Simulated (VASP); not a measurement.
The system is AlC.

```
Al C
1.0
     3.20000    0.00000    0.00000
    -1.60000    2.77128    0.00000
     0.00000    0.00000    6.10000
Al C
2 2
Cartesian
  1.6000 0.9238 4.5506
  0.0000 1.8475 1.5494
  0.0000 0.0000 0.7747
  0.0000 0.0000 5.3253
```

| Property | Result |
| --- | --- |
| Program | VASP 6.6.1 |
| Task | relaxation of cell and atoms |
| Functional | PBE |
| Potentials or basis | VASP PAW PBE potentials, release 64 (Al, C) |
| Cutoff | 600 eV |
| k mesh | 7 × 7 × 3 |
| Occupations | gaussian, width 0.2 eV |
| Spin | no spin polarisation |

At the start: pressure -3.7 GPa; volume 13.52 Å³/atom.

Task: How do energy, volume and symmetry change on relaxing?

Result: Over 19 steps the energy falls by 185.5 meV/atom and the volume is 12.21 Å³/atom (-9.7 %); space group P-3m1 (No. 164, to 0.05 Å).

The path:
```csv
step,energy change (eV),largest force (eV/Å),pressure (GPa),volume (Å³)
1,0.0000,3.5130,-3.73,54.10
2,1.8722,22.2397,26.24,51.55
3,-0.1568,2.8649,-2.91,53.72
4,-0.2797,1.9571,-1.92,53.45
5,-0.3491,1.5779,1.61,52.92
6,-0.3591,1.4503,0.29,53.08
7,-0.3595,1.4724,0.50,53.05
8,-0.5301,1.0712,-2.15,53.05
9,-0.5932,1.9459,-4.07,53.04
10,-0.6544,0.3257,-6.19,52.45
11,-0.6578,0.1467,-6.75,52.27
12,-0.7006,0.0901,-4.63,51.07
13,-0.7357,0.1402,-0.42,49.06
14,-0.7364,0.1669,0.41,48.71
15,-0.7364,0.1621,0.24,48.78
16,-0.7384,0.0465,0.11,48.80
17,-0.7406,0.2590,-0.20,48.84
18,-0.7417,0.1504,-0.02,48.83
19,-0.7421,0.0226,0.19,48.83
```

Final structure:
```
Al C
1.0
     3.12728    0.00000    0.00000
    -1.56364    2.70831    0.00000
     0.00000    0.00000    5.76521
Al C
2 2
Cartesian
  1.5636 0.9028 4.0778
  0.0000 1.8055 1.6874
  0.0000 0.0000 0.6777
  0.0000 0.0000 5.0875
```

Caveat: the relaxation stopped at a loose force limit of 0.08 eV/Å, so its end isn't a converged minimum.
